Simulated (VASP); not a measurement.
Input of a VASP 6.6.1 run:

The input INCAR:

```
ALGO = Normal ; EDIFF = 1E-6
ENCUT = 1340 ; GGA = RE
GGA_COMPAT = F ; ISIF = 2
ISMEAR = -1 ; IVDW = 13
LASPH = T ; LCHARG = F
LREAL = F ; LWAVE = F
NBANDS = 26 ; NELM = 120
PREC = Accurate ; SIGMA = 0.05
```

The input KPOINTS:

```
k-points
0
Gamma
  9 9 5
```

Contents of POSCAR:

```
ZnO
1.0
    3.2708272232      0.0000000000      0.0000000000
   -1.6354136116      2.8326194666      0.0000000000
    0.0000000000      0.0000000000      5.2401848988
Zn O
2 2
Direct
    0.6666666667      0.3333333333      0.0000000000
    0.3333333333      0.6666666667      0.5000000000
    0.3333333333      0.6666666667      0.8790100000
    0.6666666667      0.3333333333      0.3790100000
```

Potentials or basis: VASP PAW PBE potentials, release 64 (Zn, O_h).

Launch:

```bash
$ cat potpaw_PBE.64/Zn/POTCAR potpaw_PBE.64/O_h/POTCAR > POTCAR
$ mpirun -np 1 vasp_std > vasp.out
```

Question: Estimate the pressure.

Answer: -0.6 GPa.

Question: Predict the dispersion energy per atom.

Answer: -0.452 eV.

Question: Estimate the band gap on the k mesh.

Answer: 0.83 eV.

Forces on the atoms (eV/Å):
```
Zn   0.000  0.000 -0.064
Zn   0.000  0.000 -0.064
O    0.000  0.000  0.064
O    0.000  0.000  0.064
```

Caveat: the PAW data sets were made with another functional, which shifts forces and pressure a little.

**The experiment to reproduce.**

“Electronic structure of alkaline earth and post-transition metal oxides”, 2009, arxiv:0908.1581 quotes, for a bulk crystal of ZnO: band gap 3.37 eV.

Measured gap of ZnO: 3.37 eV (quoted in “Electronic structure of alkaline earth and post-transition metal oxides”, 2009, arxiv:0908.1581). This calculation gives 0.83 eV (-2.54 eV). So large a miss can be the level of theory's own, or it may mean another phase, state or a wrong row. The value is that of revPBE+D4, without temperature or zero-point motion. Semilocal functionals fall short of measured gaps as a rule.
